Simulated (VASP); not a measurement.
# BaTiO3 (P4mm) in VASP: notebook

Runs on BaTiO3. Level: PBE. Tasks: single point, relaxation of the atoms.

All numbers are computed with VASP 6.6.1; they aren't measurements. Logs are shortened: lines on timing, memory, paths and dates and some standing lists are left out, and cuts for length are marked.

### Step 1. The cell of the first run

It takes space group P4mm (No. 99, tetragonal). The conventional cell has a = 4.000 Å, b = 4.000 Å, c = 4.018 Å, α = 90.00°, β = 90.00°, γ = 90.00°. Ba (site symmetry 4mm) has 12 O at 2.79 to 2.88 Å and 8 Ti at 3.44 to 3.50 Å within 3.7 Å. Ti (site symmetry 4mm) has 6 O at 1.85 to 2.17 Å within 2.5 Å. O (site symmetry 4mm) has 2 Ti at 1.85 to 2.17 Å within 2.5 Å. Within 2.9 Å of O (site symmetry 2mm) lie 2 Ti at 2.00 Å and 4 Ba at 2.79 to 2.88 Å and 8 O at 2.81 to 2.86 Å.

### Step 2. Single point, PBE

File INCAR:

```
  PREC = Accurate
  ENCUT = 520
  EDIFF = 1E-6
  ISMEAR = -1
  SIGMA = 0.02
  LREAL = False
  LASPH = True
  NELM = 80
  ALGO = Normal
  ISIF = 2
  LWAVE = False
  LCHARG = False
  GGA = PE
  NBANDS = 28
```

File KPOINTS:

```
regular mesh
0
Gamma
  8 8 8
```

File POSCAR:

```
BaTiO3
1.0
    3.9998000000      0.0000000000      0.0000000000
    0.0000000000      3.9998000000      0.0000000000
    0.0000000000      0.0000000000      4.0180000000
Ba Ti O
1 1 3
Direct
    0.0000000000      0.0000000000     -0.0029689668
    0.5000000000      0.5000000000      0.4826505826
    0.5000000000      0.5000000000      0.0222697536
    0.5000000000      0.0000000000      0.5130243154
    0.0000000000      0.5000000000      0.5130243154
```

Potentials or basis: VASP PAW PBE potentials, release 64 (Ba_sv, Ti_sv, O).

Command:

```sh
cat potpaw_PBE.64/Ba_sv/POTCAR potpaw_PBE.64/Ti_sv/POTCAR potpaw_PBE.64/O/POTCAR > POTCAR
mpirun -np 1 vasp_std > vasp.out
```

OUTCAR:

```text
PREC = Accurate
   ENCUT = 520
   EDIFF = 1E-6
   ISMEAR = -1
   LREAL = False
   LASPH = True
   NELM = 80
   ISIF = 2
   GGA = PE

 ion  position               nearest neighbor table
   1  0.000  0.000  0.997-   4 2.79   5 2.79   5 2.79   4 2.79   3 2.83   3 2.83   3 2.83   3 2.83
                             4 2.88   5 2.88   5 2.88   4 2.88   2 3.44   2 3.44   2 3.44   2 3.44
   2  0.500  0.500  0.483-   3 1.85   4 2.00   5 2.00   4 2.00   5 2.00   3 2.17   1 3.44   1 3.44
                             1 3.44   1 3.44   1 3.50   1 3.50   1 3.50   1 3.50
   3  0.500  0.500  0.022-   2 1.85   2 2.17   1 2.83   1 2.83   1 2.83   1 2.83
   4  0.500  0.000  0.513-   2 2.00   2 2.00   1 2.79   1 2.79   1 2.88   1 2.88
   5  0.000  0.500  0.513-   2 2.00   2 2.00   1 2.79   1 2.79   1 2.88   1 2.88

  LATTYP: Found a simple tetragonal cell.
 ALAT       =     3.9998000000
 C/A-ratio  =     1.0045502275

  Lattice vectors:

 A1 = (   3.9998000000,   0.0000000000,   0.0000000000)
 A2 = (   0.0000000000,   3.9998000000,   0.0000000000)
 A3 = (   0.0000000000,   0.0000000000,   4.0180000000)

Analysis of symmetry for initial positions (statically):
=====================================================================
 Subroutine PRICEL returns:
 Original cell was already a primitive cell.

 Routine SETGRP: Setting up the symmetry group for a
 simple tetragonal supercell.

 Subroutine GETGRP returns: Found  8 space group operations
 (whereof  8 operations were pure point group operations)
 out of a pool of 16 trial point group operations.

The static configuration has the point symmetry C_4v.

Analysis of symmetry for dynamics (positions and initial velocities):
=====================================================================
 Subroutine PRICEL returns:
 Original cell was already a primitive cell.

 Routine SETGRP: Setting up the symmetry group for a
 simple tetragonal supercell.

 Subroutine GETGRP returns: Found  8 space group operations
 (whereof  8 operations were pure point group operations)
 out of a pool of 16 trial point group operations.

The dynamic configuration has the point symmetry C_4v.

 Subroutine INISYM returns: Found  8 space group operations
 (whereof  8 operations are pure point group operations),
 and found     1 'primitive' translations

----------------------------------------------------------------------------------------

                                     Primitive cell

  volume of cell :      64.2816

  direct lattice vectors                    reciprocal lattice vectors
     3.999800000  0.000000000  0.000000000     0.250012501  0.000000000  0.000000000
     0.000000000  3.999800000  0.000000000     0.000000000  0.250012501  0.000000000
     0.000000000  0.000000000  4.018000000     0.000000000  0.000000000  0.248880040

  length of vectors
     3.999800000  3.999800000  4.018000000     0.250012501  0.250012501  0.248880040

  position of ions in fractional coordinates (direct lattice)
     0.000000000  0.000000000  0.997031033
     0.500000000  0.500000000  0.482650583
     0.500000000  0.500000000  0.022269754
     0.500000000  0.000000000  0.513024315
     0.000000000  0.500000000  0.513024315

  ion indices of the primitive-cell ions
   primitive index   ion index
                 1           1
                 2           2
                 3           3
                 4           4
                 5           5

----------------------------------------------------------------------------------------

 KPOINTS: regular mesh

Automatic generation of k-mesh.
 Grid dimensions read from file:
 generate k-points for:    8    8    8

 Generating k-lattice:

  Cartesian coordinates                     Fractional coordinates (reciprocal lattice)
     0.031251563  0.000000000  0.000000000     0.125000000  0.000000000  0.000000000
     0.000000000  0.031251563  0.000000000     0.000000000  0.125000000  0.000000000
     0.000000000  0.000000000  0.031110005     0.000000000  0.000000000  0.125000000

  Length of vectors
     0.031251563  0.031251563  0.031110005

  Shift w.r.t. Gamma in fractional coordinates (k-lattice)
     0.000000000  0.000000000  0.000000000

 Subroutine IBZKPT returns following result:
 ===========================================

 Found     75 irreducible k-points:

 Following reciprocal coordinates:
            Coordinates               Weight
  0.000000  0.000000  0.000000      1.000000
  0.125000  0.000000  0.000000      4.000000
  0.250000  0.000000  0.000000      4.000000
  0.375000  0.000000  0.000000      4.000000
  0.500000  0.000000  0.000000      2.000000
  0.125000  0.125000  0.000000      4.000000
[... 16 lines left out ...]
  0.375000  0.125000  0.125000     16.000000
  0.500000  0.125000  0.125000      8.000000
 [... further k-points ...]
   k-points           NKPTS =     75   k-points in BZ     NKDIM =     75   number of bands    NBANDS=     28
   number of dos      NEDOS =    301   number of ions     NIONS =      5
   total plane-waves  NPLWV =  27000
   dimension x,y,z NGX =    30 NGY =   30 NGZ =   30
   dimension x,y,z NGXF=    60 NGYF=   60 NGZF=   60
   ions per type =               1   1   3
   NGX,Y,Z   is equivalent  to a cutoff of  12.47, 12.47, 12.41 a.u.
   NGXF,Y,Z  is equivalent  to a cutoff of  24.94, 24.94, 24.83 a.u.
 SYSTEM =  unknown system
   PREC   = accura    normal or accurate (medium, high low for compatibility)
   ISTART =      0    job   : 0-new  1-cont  2-samecut
   ICHARG =      2    charge: 1-file 2-atom 10-const
   ISPIN  =      1    spin polarized calculation?
   LNONCOLLINEAR =      F non collinear calculations
   LSORBIT =      F    spin-orbit coupling
   LASPH  =      T    aspherical Exc in radial PAW
   ENCUT  =  520.0 eV  38.22 Ry    6.18 a.u.   7.44  7.44  7.47*2*pi/ulx,y,z
   NELM   =     80;   NELMIN=  2; NELMDL= -5     # of ELM steps
   EDIFF  = 0.1E-05   stopping-criterion for ELM
   LREAL  =      F    real-space projection
   EDIFFG = 0.1E-04   stopping-criterion for IOM
   NSW    =      0    number of steps for IOM
   IBRION =     -1    ionic relax: 0-MD 1-quasi-New 2-CG
   NFREE  =      0    steps in history (QN), initial steepest desc. (CG)
   ISIF   =      2    stress and relaxation
   ISYM   =      2    0-nonsym 1-usesym 2-fastsym
   POTIM  = 0.5000    time-step for ionic-motion
   TEBEG  =    0.0;   TEEND  =   0.0 temperature during run
   PSTRESS=    0.0 pullay stress
   NELECT =      40.0000    total number of electrons
   NUPDOWN=      -1.0000    fix difference up-down
   EMIN   =  10.00;   EMAX   =-10.00  energy-range for DOS
   EFERMI =   0.00;   METHOD = LEGACY
   ISMEAR =    -1;   SIGMA  =   0.02  broadening in eV -4-tet -1-fermi 0-gaus
   EFERMI_NEDOS =   21; number of points for ismear=-14 and -15
   IALGO  =     38    algorithm
   IMIX   =      4    mixing-type and parameters
     AMIX     =   0.40;   BMIX     =  1.00
     AMIX_MAG =   1.60;   BMIX_MAG =  1.00
  volume/ion in A,a.u.               =      12.86        86.76
  Fermi-wavevector in a.u.,A,eV,Ry     =   1.397653  2.641181 26.578078  1.953434
  Thomas-Fermi vector in A             =   2.520888
   LORBIT       =      0    0 simple, 1 ext, 2 COOP (PROOUT), +10 PAW based schemes
   GGA     = PE    functional components
   LHFCALC =     F    Hartree Fock is set to
   AEXX    =    0.0000 exact exchange contribution
   IVDW    =     0    specifies the selected vdW correction
   LEPSILON=     F    determine dielectric tensor
   LRPA    =     F    only Hartree local field effects (RPA)
 non-spin polarized calculation
  energy-cutoff  :      520.00
  volume of cell :       64.28
 maximum number of plane-waves:      1763
 NGX is ok and might be reduce to    30
   NGX = 15   NGY = 15   NGZ = 15

 number of electron      39.9999980 magnetization

 Free energy of the ion-electron system (eV)
  ---------------------------------------------------
  ext. energy  EPLUGINS =         0.00000000
  ---------------------------------------------------
  free energy    TOTEN  =       -39.98657213 eV

  energy without entropy =      -39.98657213  energy(sigma->0) =      -39.98657213

 E-fermi :   4.3460     XC(G=0): -11.2380

 val. band max:        3.8753693406   @ k =   0.5000   0.5000   0.5000
 cond. band min:       5.6658038536   @ k =   0.0000   0.0000   0.0000
 fundamental gap:      1.7904345131
 Fermi energy:         4.3459780699

 k-point     1 :       0.0000    0.0000    0.0000
  band No.  band energies     occupation
      1     -52.6906      2.00000
      2     -28.9638      2.00000
      3     -28.9013      2.00000
      4     -28.9013      2.00000
      5     -21.0249      2.00000
      6     -13.0781      2.00000
[... 20 lines left out ...]
     27       8.8913      0.00000
     28      11.1370      0.00000

 k-point     2 :       0.1250    0.0000    0.0000
  band No.  band energies     occupation
      1     -52.6904      2.00000
      2     -28.9635      2.00000
      3     -28.9091      2.00000
      4     -28.9010      2.00000
      5     -21.0078      2.00000
      6     -13.0930      2.00000
[... 20 lines left out ...]
     27       9.1875      0.00000
     28      11.5091      0.00000

 k-point     3 :       0.2500    0.0000    0.0000
  band No.  band energies     occupation
      1     -52.6901      2.00000
      2     -28.9628      2.00000
      3     -28.9278      2.00000
      4     -28.9003      2.00000
      5     -20.9660      2.00000
      6     -13.1671      2.00000
[... 20 lines left out ...]
     27       9.9643      0.00000
     28      12.1759      0.00000

 k-point     4 :       0.3750    0.0000    0.0000
  band No.  band energies     occupation
      1     -52.6897      2.00000
      2     -28.9621      2.00000
      3     -28.9464      2.00000
      4     -28.8995      2.00000
      5     -20.9234      2.00000
      6     -13.2748      2.00000
[... 578 lines left out ...]
     27      10.4324      0.00000
     28      12.1134      0.00000

 k-point    23 :       0.3750    0.1250    0.1250
  band No.  band energies     occupation
      1     -52.6894      2.00000
      2     -28.9691      2.00000
      3     -28.9455      2.00000
      4     -28.9069      2.00000
      5     -20.9003      2.00000
      6     -13.1472      2.00000
[... 20 lines left out ...]
     27      11.3376      0.00000
     28      12.4664      0.00000

 k-point    24 :       0.5000    0.1250    0.1250
  band No.  band energies     occupation
      1     -52.6893      2.00000
      2     -28.9687      2.00000
      3     -28.9531      2.00000
      4     -28.9065      2.00000
      5     -20.8842      2.00000
      6     -13.1824      2.00000
[... 20 lines left out ...]
     27      11.7239      0.00000
     28      12.6037      0.00000

 [... further k-points ...]

------------------------ aborting loop because EDIFF is reached ----------------------------------------

  FORCE on cell =-STRESS in cart. coord.  units (eV):
  Direction    XX          YY          ZZ          XY          YZ          ZX
  --------------------------------------------------------------------------------------
  -------------------------------------------------------------------------------------
  Total        1.6513176      1.6513176      2.6664527      0.0000000      0.0000000      0.0000000
  in kB       41.1580412     41.1580412     66.4596387      0.0000000      0.0000000      0.0000000
  external PRESSURE =      49.5919070 kB  Pullay stress =       0.0000000 kB

 VOLUME and BASIS-vectors are now :
 -----------------------------------------------------------------------------
  energy-cutoff  :      520.00
  volume of cell :       64.28
      direct lattice vectors                 reciprocal lattice vectors
     3.999800000  0.000000000  0.000000000     0.250012501  0.000000000  0.000000000
     0.000000000  3.999800000  0.000000000     0.000000000  0.250012501  0.000000000
     0.000000000  0.000000000  4.018000000     0.000000000  0.000000000  0.248880040

 POSITION                                       TOTAL-FORCE (eV/Angst)
 -----------------------------------------------------------------------------------
      0.00000      0.00000      4.00607         0.000000      0.000000      0.027973
      1.99990      1.99990      1.93929         0.000000      0.000000      0.055029
      1.99990      1.99990      0.08948         0.000000     -0.000000     -0.055671
      1.99990      0.00000      2.06133         0.000000      0.000000     -0.013665
      0.00000      1.99990      2.06133        -0.000000      0.000000     -0.013665
 -----------------------------------------------------------------------------------
    total drift:                                0.000000      0.000000      0.000021

  FREE ENERGIE OF THE ION-ELECTRON SYSTEM (eV)
  ---------------------------------------------------
  free  energy   TOTEN  =       -39.9865721328 eV

  energy  without entropy=      -39.9865721328  energy(sigma->0) =      -39.98657213
```

It took 2 min on 1 thread of Intel Xeon Platinum 8259CL at 2.50GHz (Skylake/Cascade Lake), shared host; peak memory 0.26 GiB.

Results:

```yaml
Free_energy: -39.9866 eV
Pressure: 5.0 GPa
Largest_force: 0.056 eV/Å
Band_gap_on_the_k_mesh: 1.79 eV (least direct gap 2.14 eV)
```

Forces on the atoms (eV/Å):
```
Ba   0.000  0.000  0.028
Ti   0.000  0.000  0.055
O    0.000  0.000 -0.056
O    0.000  0.000 -0.014
O    0.000  0.000 -0.014
```

Stress tensor (GPa, compression positive):
```
4.12 0.00 0.00
0.00 4.12 0.00
0.00 0.00 6.65
```

Caveat: the cell stands under pressure; spin-orbit coupling is left out, which moves the levels of the heavy elements.

(Continued in part 2 of 2.)
